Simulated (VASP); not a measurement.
# Cu (P1) in VASP: notebook, part 2 of 2

VASP 6.6.1.

## Step 4: Single point, LDA

This run uses another cell than the first one, of 11.51 Å³/atom.

Contents of INCAR:

```
SYSTEM = Cu
PREC     = Accurate       ! precision mode
ENCUT    = 600            ! plane-wave cutoff, eV
EDIFF    = 1E-6           ! SCF threshold, eV
ISMEAR   = 1              ! smearing method
SIGMA    = 0.15           ! smearing width, eV
LREAL    = .FALSE.        ! projectors in reciprocal space
LASPH    = .TRUE.         ! aspherical terms in the spheres
NELM     = 120            ! most SCF steps
ALGO     = Normal         ! electronic algorithm
ISIF     = 2              ! what is computed and relaxed
LWAVE    = .FALSE.        ! write WAVECAR
LCHARG   = .FALSE.        ! write CHGCAR
GGA      = CA             ! functional
NBANDS   = 30             ! bands
GGA_COMPAT= .FALSE.
```

Contents of KPOINTS:

```
regular mesh
0
G
  7 7 2
  0 0 0
```

Contents of POSCAR:

```
Cu
1.0
    2.5349709229      0.0000000000      0.0000000000
   -1.2674854615      2.1953567788      0.0000000000
    0.0000000000      0.0000000000      8.2755668140
Cu
4
Direct
    0.0156800000      0.0041500000      0.9930900000
    0.3406900000      0.7000400000      0.2437600000
    0.0175900000      0.0113400000      0.4854500000
    0.6664500000      0.3445300000      0.7447600000
```

Potentials or basis: VASP PAW LDA potentials, release 64 (Cu).

Run with:

```sh
cat potpaw_LDA.64/Cu/POTCAR > POTCAR
mpirun -np 1 vasp_std > vasp.out
```

OUTCAR:

```text
SYSTEM = Cu
   PREC = Accurate
   ENCUT = 600
   EDIFF = 1E-6
   ISMEAR = 1
   LREAL = .FALSE.
   LASPH = .TRUE.
   NELM = 120
   ISIF = 2
   GGA = CA

 ion  position               nearest neighbor table
   1  0.016  0.004  0.993-   2 2.49   4 2.50   4 2.51   2 2.55   4 2.55   2 2.58
   2  0.341  0.700  0.244-   3 2.44   1 2.49   3 2.49   3 2.51   1 2.55   1 2.58
   3  0.018  0.011  0.485-   2 2.44   2 2.49   2 2.51   4 2.58   4 2.60   4 2.62
   4  0.666  0.345  0.745-   1 2.50   1 2.51   1 2.55   3 2.58   3 2.60   3 2.62

  LATTYP: Found a hexagonal cell.
 ALAT       =     2.5349709229
 C/A-ratio  =     3.2645608434

  Lattice vectors:

 A1 = (   2.5349709229,   0.0000000000,   0.0000000000)
 A2 = (  -1.2674854615,   2.1953567788,   0.0000000000)
 A3 = (   0.0000000000,   0.0000000000,   8.2755668140)

Analysis of symmetry for initial positions (statically):
=====================================================================
 Subroutine PRICEL returns:
 Original cell was already a primitive cell.

 Routine SETGRP: Setting up the symmetry group for a
 hexagonal supercell.

 Subroutine GETGRP returns: Found  1 space group operations
[... 169 lines left out ...]
 E-fermi :   7.5930     XC(G=0): -13.2504

 val. band max:        7.4693503858   @ k =   0.0000   0.4286   0.0000
 cond. band min:       7.6146658978   @ k =  -0.4286   0.4286   0.0000
 fundamental gap:      0.1453155120
 Fermi energy:         7.5929905547

 k-point     1 :       0.0000    0.0000    0.0000
  band No.  band energies     occupation
      1      -1.8888      2.00000
      2       0.1839      2.00000
      3       0.3627      2.00000
      4       2.3800      2.00000
      5       4.1658      2.00000
      6       4.2988      2.00000
[... 781 lines left out ...]
     29      15.5680      0.00000
     30      17.0115      0.00000

 [... further k-points ...]

------------------------ aborting loop because EDIFF is reached ----------------------------------------

  FORCE on cell =-STRESS in cart. coord.  units (eV):
  Direction    XX          YY          ZZ          XY          YZ          ZX
  --------------------------------------------------------------------------------------
  -------------------------------------------------------------------------------------
  Total       -2.1887139     -2.4499380     -2.3020418     -0.0395774      0.0193015     -0.0319380
  in kB      -76.1419050    -85.2294798    -80.0844029     -1.3768353      0.6714672     -1.1110735
  external PRESSURE =     -80.4852626 kB  Pullay stress =       0.0000000 kB

 VOLUME and BASIS-vectors are now :
 -----------------------------------------------------------------------------
  energy-cutoff  :      600.00
  volume of cell :       46.05
      direct lattice vectors                 reciprocal lattice vectors
     2.534970923  0.000000000  0.000000000     0.394481842  0.227753413  0.000000000
    -1.267485461  2.195356779  0.000000000     0.000000000  0.455506827  0.000000000
     0.000000000  0.000000000  8.275566814     0.000000000  0.000000000  0.120837644

 POSITION                                       TOTAL-FORCE (eV/Angst)
 -----------------------------------------------------------------------------------
      0.03449      0.00911      8.21838        -0.090084      0.058442      0.005736
     -0.02365      1.53684      2.01725         0.111365     -0.090279     -0.266745
      0.03022      0.02490      4.01737        -0.086812      0.046898      0.515470
      1.25274      0.75637      6.16331         0.065530     -0.015060     -0.254461
 -----------------------------------------------------------------------------------
    total drift:                                0.001421      0.000609      0.000414

  FREE ENERGIE OF THE ION-ELECTRON SYSTEM (eV)
  ---------------------------------------------------
  free  energy   TOTEN  =       -18.7915055573 eV

  energy  without entropy=      -18.7947689292  energy(sigma->0) =      -18.79259335
```

Wall time 67 s (1 thread of Intel Xeon Platinum 8259CL at 2.50GHz (Skylake/Cascade Lake), shared host); peak memory 0.18 GiB.

Results:

| Property | Result |
| --- | --- |
| Free energy | -18.7915 eV |
| Pressure | -8.0 GPa |
| Largest force | 0.525 eV/Å |
| Band gap on the k mesh | zero (bands 22 and 23 overlap by 4.25 eV) |

Forces in eV/Å, atoms in the order of the input:
```
Cu  -0.090  0.058  0.006
Cu   0.111 -0.090 -0.267
Cu  -0.087  0.047  0.515
Cu   0.066 -0.015 -0.254
```

Stress tensor (GPa, compression positive):
```
-7.61 -0.14 -0.11
-0.14 -8.52  0.07
-0.11  0.07 -8.01
```

Levels at points of the mesh, in eV from the Fermi level:
```
           k point  band 18  band 19  band 20  band 21  band 22  band 23  band 24  band 25  band 26  band 27
(0.00, 0.00, 0.00)    -2.15    -2.12    -1.97    -1.95    -1.70    -1.66    -0.97     3.90    12.46    12.99
(0.00, 0.00, 0.50)    -2.27    -2.24    -2.20    -1.85    -1.83    -1.76    -1.75     6.93     7.24    19.00
```

Caveat: the k points lie up to 0.41 Å⁻¹ apart, too coarse for converged energies and pressures of a metal.

## Step 5: Overview

```tsv
cell	gap on the mesh (eV)	pressure (GPa)	largest force (eV/Å)
a = 2.531, b = 2.531, c = 8.262 Å, angles 90.0, 90.0, 120.0°, 4 atoms, atomic positions A	none	-7.4	0.42
a = 2.531, b = 2.531, c = 8.262 Å, angles 90.0, 90.0, 120.0°, 4 atoms, atomic positions B	none	-7.3	0.66
a = 2.535, b = 2.535, c = 8.276 Å, angles 90.0, 90.0, 120.0°, 4 atoms, atomic positions B	none	-8.0	0.52
```

Alike in all rows: task single point; level LDA; potentials or basis VASP PAW LDA potentials, release 64 (Cu); no spin polarisation; k mesh 7 × 7 × 2; cutoff (eV) 600; smearing methfessel-paxton 0.15 eV.

Caveats: all runs use coarse meshes.

Absolute energies hang on the potentials; compare differences alone.
